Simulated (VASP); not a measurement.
# CoSn (P6/mmm) in VASP: further runs

CoSn is run at these levels: PBE; tasks: single point.

All numbers are computed with VASP 6.6.1; they aren't measurements. Logs are shortened: lines on timing, memory, paths and dates and some standing lists are left out, and cuts for length are marked.

### Step 1. The cell of the first run

Symmetry: P6/mmm, No. 191, hexagonal system. Conventional cell: a = 5.085 Å, b = 5.085 Å, c = 3.892 Å, α = 90.00°, β = 90.00°, γ = 120.00°. Within 3.2 Å of Co (site symmetry mmm) lie 6 Sn at 2.44 to 2.54 Å and 4 Co at 2.54 Å. Within 3.2 Å of Sn (site symmetry -6m2) lie 6 Co at 2.44 Å and 3 Sn at 2.94 Å. Within 3.4 Å of Sn (site symmetry 6/mmm) lie 6 Co at 2.54 Å.

### Step 2. Single point, PBE (strain -0.040 along x and y, -0.080 along z)

INCAR reads:

```
SYSTEM = CoSn
PREC = Accurate ; ENCUT = 520
EDIFF = 1E-6 ; ISMEAR = 0
SIGMA = 0.15 ; LREAL = .FALSE.
LASPH = .TRUE. ; NELM = 80
ALGO = Fast ; ISIF = 2
LWAVE = .FALSE. ; LCHARG = .FALSE.
GGA = PE ; NBANDS = 44
```

KPOINTS reads:

```
regular mesh
0
G
  12 12 12
  0 0 0
```

POSCAR reads:

```
CoSn
1.0
    5.0847216063      0.0000000000      0.0000000000
   -2.5423608032      4.4034980822      0.0000000000
    0.0000000000      0.0000000000      3.8918646638
Co Sn
3 3
Direct
    0.0000000000      0.5000000000      0.0000000000
    0.5000000000      0.5000000000      0.0000000000
    0.5000000000      0.0000000000      0.0000000000
    0.6666666667      0.3333333333      0.5000000000
    0.3333333333      0.6666666667      0.5000000000
    0.0000000000      0.0000000000      0.0000000000
```

Potentials or basis: VASP PAW PBE potentials, release 64 (Co, Sn_d).

On the command line:

```sh
$ cat potpaw_PBE.64/Co/POTCAR potpaw_PBE.64/Sn_d/POTCAR > POTCAR
$ mpirun -np 1 vasp_std > vasp.out
```

OUTCAR:

```text
SYSTEM = CoSn
   PREC = Accurate
   ENCUT = 520
   EDIFF = 1E-6
   ISMEAR = 0
   LREAL = .FALSE.
   LASPH = .TRUE.
   NELM = 80
   ISIF = 2
   GGA = PE

 ion  position               nearest neighbor table
   1  0.000  0.500  0.000-   4 2.44   5 2.44   4 2.44   5 2.44   3 2.54   3 2.54   2 2.54   2 2.54
                             6 2.54   6 2.54
   2  0.500  0.500  0.000-   4 2.44   5 2.44   4 2.44   5 2.44   6 2.54   6 2.54   1 2.54   1 2.54
                             3 2.54   3 2.54
   3  0.500  0.000  0.000-   4 2.44   5 2.44   4 2.44   5 2.44   1 2.54   1 2.54   6 2.54   6 2.54
                             2 2.54   2 2.54
   4  0.667  0.333  0.500-   1 2.44   1 2.44   3 2.44   3 2.44   2 2.44   2 2.44   5 2.94   5 2.94
                             5 2.94   6 3.52   6 3.52   6 3.52   6 3.52   6 3.52   6 3.52
   5  0.333  0.667  0.500-   1 2.44   1 2.44   3 2.44   3 2.44   2 2.44   2 2.44   4 2.94   4 2.94
                             4 2.94   6 3.52   6 3.52   6 3.52   6 3.52   6 3.52   6 3.52
   6  0.000  0.000  0.000-   2 2.54   2 2.54   3 2.54   3 2.54   1 2.54   1 2.54   5 3.52   4 3.52
                             5 3.52   4 3.52   4 3.52   5 3.52   5 3.52   4 3.52   5 3.52   5 3.52

  LATTYP: Found a hexagonal cell.
 ALAT       =     5.0847216063
 C/A-ratio  =     0.7654036868

  Lattice vectors:

 A1 = (   5.0847216063,   0.0000000000,   0.0000000000)
 A2 = (  -2.5423608032,   4.4034980822,   0.0000000000)
 A3 = (   0.0000000000,   0.0000000000,   3.8918646638)

Analysis of symmetry for initial positions (statically):
=====================================================================
 Subroutine PRICEL returns:
 Original cell was already a primitive cell.

 Routine SETGRP: Setting up the symmetry group for a
 hexagonal supercell.

 Subroutine GETGRP returns: Found 24 space group operations
 (whereof 24 operations were pure point group operations)
 out of a pool of 24 trial point group operations.

The static configuration has the point symmetry D_6h.

Analysis of symmetry for dynamics (positions and initial velocities):
=====================================================================
 Subroutine PRICEL returns:
 Original cell was already a primitive cell.

 Routine SETGRP: Setting up the symmetry group for a
 hexagonal supercell.

 Subroutine GETGRP returns: Found 24 space group operations
 (whereof 24 operations were pure point group operations)
 out of a pool of 24 trial point group operations.

The dynamic configuration has the point symmetry D_6h.

 Subroutine INISYM returns: Found 24 space group operations
 (whereof 24 operations are pure point group operations),
 and found     1 'primitive' translations

----------------------------------------------------------------------------------------

                                     Primitive cell

  volume of cell :      87.1410

  direct lattice vectors                    reciprocal lattice vectors
     5.084721606  0.000000000  0.000000000     0.196667601  0.113546092  0.000000000
    -2.542360803  4.403498082  0.000000000     0.000000000  0.227092185  0.000000000
     0.000000000  0.000000000  3.891864664     0.000000000  0.000000000  0.256946242

  length of vectors
     5.084721606  5.084721606  3.891864664     0.227092185  0.227092185  0.256946242

  position of ions in fractional coordinates (direct lattice)
     0.000000000  0.500000000  0.000000000
     0.500000000  0.500000000  0.000000000
     0.500000000  0.000000000  0.000000000
     0.666666667  0.333333333  0.500000000
     0.333333333  0.666666667  0.500000000
     0.000000000  0.000000000  0.000000000

  ion indices of the primitive-cell ions
   primitive index   ion index
                 1           1
                 2           2
                 3           3
                 4           4
                 5           5
                 6           6

----------------------------------------------------------------------------------------

 KPOINTS: regular mesh

Automatic generation of k-mesh.
 Grid dimensions read from file:
 generate k-points for:   12   12   12

 Generating k-lattice:

  Cartesian coordinates                     Fractional coordinates (reciprocal lattice)
     0.016388967  0.009462174  0.000000000     0.083333333 -0.000000000  0.000000000
     0.000000000  0.018924349  0.000000000     0.000000000  0.083333333  0.000000000
     0.000000000  0.000000000  0.021412187     0.000000000  0.000000000  0.083333333

  Length of vectors
     0.018924349  0.018924349  0.021412187

  Shift w.r.t. Gamma in fractional coordinates (k-lattice)
     0.000000000  0.000000000  0.000000000

 Subroutine IBZKPT returns following result:
 ===========================================

 Found    133 irreducible k-points:

 Following reciprocal coordinates:
            Coordinates               Weight
  0.000000  0.000000  0.000000      1.000000
  0.083333 -0.000000  0.000000      6.000000
  0.166667  0.000000  0.000000      6.000000
  0.250000 -0.000000  0.000000      6.000000
  0.333333  0.000000  0.000000      6.000000
  0.416667 -0.000000  0.000000      6.000000
[... 16 lines left out ...]
  0.250000 -0.000000  0.083333     12.000000
  0.333333  0.000000  0.083333     12.000000
 [... further k-points ...]
   k-points           NKPTS =    133   k-points in BZ     NKDIM =    133   number of bands    NBANDS=     44
   number of dos      NEDOS =    301   number of ions     NIONS =      6
   total plane-waves  NPLWV =  48000
   dimension x,y,z NGX =    40 NGY =   40 NGZ =   30
   dimension x,y,z NGXF=    80 NGYF=   80 NGZF=   60
   ions per type =               3   3
   NGX,Y,Z   is equivalent  to a cutoff of  13.08, 13.08, 12.81 a.u.
   NGXF,Y,Z  is equivalent  to a cutoff of  26.16, 26.16, 25.63 a.u.
 SYSTEM =  CoSn
   PREC   = accura    normal or accurate (medium, high low for compatibility)
   ISTART =      0    job   : 0-new  1-cont  2-samecut
   ICHARG =      2    charge: 1-file 2-atom 10-const
   ISPIN  =      1    spin polarized calculation?
   LNONCOLLINEAR =      F non collinear calculations
   LSORBIT =      F    spin-orbit coupling
   LASPH  =      T    aspherical Exc in radial PAW
   ENCUT  =  520.0 eV  38.22 Ry    6.18 a.u.   9.45  9.45  7.24*2*pi/ulx,y,z
   NELM   =     80;   NELMIN=  2; NELMDL= -5     # of ELM steps
   EDIFF  = 0.1E-05   stopping-criterion for ELM
   LREAL  =      F    real-space projection
   EDIFFG = 0.1E-04   stopping-criterion for IOM
   NSW    =      0    number of steps for IOM
   IBRION =     -1    ionic relax: 0-MD 1-quasi-New 2-CG
   NFREE  =      0    steps in history (QN), initial steepest desc. (CG)
   ISIF   =      2    stress and relaxation
   ISYM   =      2    0-nonsym 1-usesym 2-fastsym
   POTIM  = 0.5000    time-step for ionic-motion
   TEBEG  =    0.0;   TEEND  =   0.0 temperature during run
   PSTRESS=    0.0 pullay stress
   NELECT =      69.0000    total number of electrons
   NUPDOWN=      -1.0000    fix difference up-down
   EMIN   =  10.00;   EMAX   =-10.00  energy-range for DOS
   EFERMI =   0.00;   METHOD = LEGACY
   ISMEAR =     0;   SIGMA  =   0.15  broadening in eV -4-tet -1-fermi 0-gaus
   EFERMI_NEDOS =   21; number of points for ismear=-14 and -15
   IALGO  =     68    algorithm
   IMIX   =      4    mixing-type and parameters
     AMIX     =   0.40;   BMIX     =  1.00
     AMIX_MAG =   1.60;   BMIX_MAG =  1.00
  volume/ion in A,a.u.               =      14.52        98.01
  Fermi-wavevector in a.u.,A,eV,Ry     =   1.514550  2.862085 31.209884  2.293862
  Thomas-Fermi vector in A             =   2.624193
   LORBIT       =      0    0 simple, 1 ext, 2 COOP (PROOUT), +10 PAW based schemes
   GGA     = PE    functional components
   LHFCALC =     F    Hartree Fock is set to
   AEXX    =    0.0000 exact exchange contribution
   IVDW    =     0    specifies the selected vdW correction
   LEPSILON=     F    determine dielectric tensor
   LRPA    =     F    only Hartree local field effects (RPA)
 non-spin polarized calculation
 RMM-DIIS sequential band-by-band and
 Gauss-broadening in eV      SIGMA  =   0.15
  energy-cutoff  :      520.00
  volume of cell :       87.14
 maximum number of plane-waves:      2380
 NGX is ok and might be reduce to    40
   NGX = 19   NGY = 19   NGZ = 15

 number of electron      68.9999992 magnetization

 Free energy of the ion-electron system (eV)
  ---------------------------------------------------
  ext. energy  EPLUGINS =         0.00000000
  ---------------------------------------------------
  free energy    TOTEN  =       -31.85166233 eV

  energy without entropy =      -31.82555365  energy(sigma->0) =      -31.83860799

 E-fermi :  12.2293     XC(G=0): -12.6014

 val. band max:       12.2183559588   @ k =   0.0833  -0.0000   0.3333
 cond. band min:      12.2344485920   @ k =   0.2500  -0.0000   0.5000
 fundamental gap:      0.0160926331
 Fermi energy:        12.2293010274

 k-point     1 :       0.0000    0.0000    0.0000
  band No.  band energies     occupation
      1      -9.4191      2.00000
      2      -9.2949      2.00000
      3      -9.2949      2.00000
      4      -9.2939      2.00000
      5      -9.2939      2.00000
      6      -9.2511      2.00000
[... 36 lines left out ...]
     43      19.7261      0.00000
     44      19.7464      0.00000

 k-point     2 :       0.0833   -0.0000    0.0000
  band No.  band energies     occupation
      1      -9.4177      2.00000
      2      -9.3025      2.00000
      3      -9.2992      2.00000
      4      -9.2976      2.00000
      5      -9.2961      2.00000
      6      -9.2533      2.00000
[... 36 lines left out ...]
     43      19.1122      0.00000
     44      19.5943      0.00000

 k-point     3 :       0.1667    0.0000    0.0000
  band No.  band energies     occupation
      1      -9.4139      2.00000
      2      -9.3226      2.00000
      3      -9.3150      2.00000
      4      -9.3042      2.00000
      5      -9.2975      2.00000
      6      -9.2554      2.00000
[... 976 lines left out ...]
     43      17.7032      0.00000
     44      19.7794      0.00000

 k-point    24 :       0.3333    0.0000    0.0833
  band No.  band energies     occupation
      1      -9.4018      2.00000
      2      -9.3673      2.00000
      3      -9.3559      2.00000
      4      -9.3148      2.00000
      5      -9.2887      2.00000
      6      -9.2493      2.00000
[... 36 lines left out ...]
     43      17.3191      0.00000
     44      19.4830      0.00000

 [... further k-points ...]

------------------------ aborting loop because EDIFF is reached ----------------------------------------

  FORCE on cell =-STRESS in cart. coord.  units (eV):
  Direction    XX          YY          ZZ          XY          YZ          ZX
  --------------------------------------------------------------------------------------
  -------------------------------------------------------------------------------------
  Total       14.7972850     14.7972850     22.1053433     -0.0000000     -0.0000000     -0.0000000
  in kB      272.0632610    272.0632610    406.4294077     -0.0000000     -0.0000000     -0.0000000
  external PRESSURE =     316.8519765 kB  Pullay stress =       0.0000000 kB

 VOLUME and BASIS-vectors are now :
 -----------------------------------------------------------------------------
  energy-cutoff  :      520.00
  volume of cell :       87.14
      direct lattice vectors                 reciprocal lattice vectors
     5.084721606  0.000000000  0.000000000     0.196667601  0.113546092  0.000000000
    -2.542360803  4.403498082  0.000000000     0.000000000  0.227092185  0.000000000
     0.000000000  0.000000000  3.891864664     0.000000000  0.000000000  0.256946242

 POSITION                                       TOTAL-FORCE (eV/Angst)
 -----------------------------------------------------------------------------------
     -1.27118      2.20175      0.00000        -0.000000      0.000000      0.000000
      1.27118      2.20175      0.00000        -0.000000      0.000000      0.000000
      2.54236      0.00000      0.00000        -0.000000      0.000000      0.000000
      2.54236      1.46783      1.94593        -0.000000     -0.000000      0.000000
     -0.00000      2.93567      1.94593         0.000000      0.000000      0.000000
      0.00000      0.00000      0.00000        -0.000000      0.000000      0.000000
 -----------------------------------------------------------------------------------
    total drift:                               -0.000000      0.000000     -0.000000

  FREE ENERGIE OF THE ION-ELECTRON SYSTEM (eV)
  ---------------------------------------------------
  free  energy   TOTEN  =       -31.8516623262 eV

  energy  without entropy=      -31.8255536465  energy(sigma->0) =      -31.83860799
```

Wall time 4.3 min (1 thread of Intel Xeon 6975P-C (Granite Rapids), shared host); peak memory 0.5 GiB.

What came out:

```yaml
Free_energy: -31.8517 eV
Pressure: 31.7 GPa
```

Levels at points of the mesh, in eV from the Fermi level:
```csv
k point,band 31,band 32,band 33,band 34,band 35,band 36,band 37,band 38
"(0.00, 0.00, 0.00)",-0.67,-0.67,-0.66,-0.66,0.45,0.81,1.60,1.60
"(0.50, 0.00, 0.00)",-0.88,-0.69,-0.67,0.70,1.40,2.22,2.27,3.64
"(0.00, 0.00, 0.50)",-1.14,-0.80,-0.80,-0.79,-0.61,-0.61,-0.48,0.46
"(0.50, 0.00, 0.50)",-1.16,-0.85,-0.79,-0.64,-0.57,-0.21,0.33,1.35
```

Caveat: the cell differs from its parent crystal (strain -0.040 along x and y, -0.080 along z); spin-orbit coupling is left out, which moves the levels of the heavy elements.

### Step 3. Single point, PBE (strain -0.080 along x and y, +0.040 along z)

INCAR reads:

```
SYSTEM = CoSn
ALGO = Fast
EDIFF = 1E-7
ENCUT = 520
GGA = PE
ISIF = 2
ISMEAR = 0
LASPH = .TRUE.
LCHARG = .FALSE.
LREAL = .FALSE.
LWAVE = .FALSE.
NBANDS = 44
NELM = 100
PREC = Accurate
SIGMA = 0.15
```

KPOINTS reads:

```
k-points
0
G
  12 12 12
  0 0 0
```

POSCAR, as its differences from that of step 2:

```diff
@@ -2,5 +2,5 @@
 1.0
-    5.0847216063      0.0000000000      0.0000000000
-   -2.5423608032      4.4034980822      0.0000000000
-    0.0000000000      0.0000000000      3.8918646638
+    4.8728582061      0.0000000000      0.0000000000
+   -2.4364291030      4.2200189955      0.0000000000
+    0.0000000000      0.0000000000      4.3994991851
 Co Sn
```

Potentials or basis: VASP PAW PBE potentials, release 64 (Co, Sn_d).

On the command line:

```sh
$ cat potpaw_PBE.64/Co/POTCAR potpaw_PBE.64/Sn_d/POTCAR > POTCAR
$ mpirun -np 1 vasp_std > vasp.out
```

It took 4.7 min on 1 thread of Intel Xeon 6975P-C (Granite Rapids), shared host; peak memory 0.5 GiB.

It converged, with:

| Item | Value |
| --- | --- |
| Free energy | -31.7268 eV |
| Pressure | 25.2 GPa |

Stress tensor (GPa, compression positive):
```
36.50  0.00  0.00
 0.00 36.50  0.00
 0.00  0.00  2.61
```

Levels at points of the mesh, in eV from the Fermi level:
```
           k point  band 33  band 34  band 35  band 36  band 37  band 38
(0.00, 0.00, 0.00)    -0.16    -0.16     0.86     0.91     1.54     1.54
(0.50, 0.00, 0.00)    -0.21     0.66     0.97     1.37     1.54     1.93
(0.00, 0.00, 0.50)    -0.35    -0.35    -0.21    -0.21     0.23     0.91
(0.50, 0.00, 0.50)    -0.62    -0.37    -0.28     0.06     0.54     1.85
```

Caveat: the cell differs from its parent crystal (strain -0.080 along x and y, +0.040 along z); spin-orbit coupling is left out, which moves the levels of the heavy elements. Spin polarisation is off, so any magnetic state and its effect on volume and gap are missing.
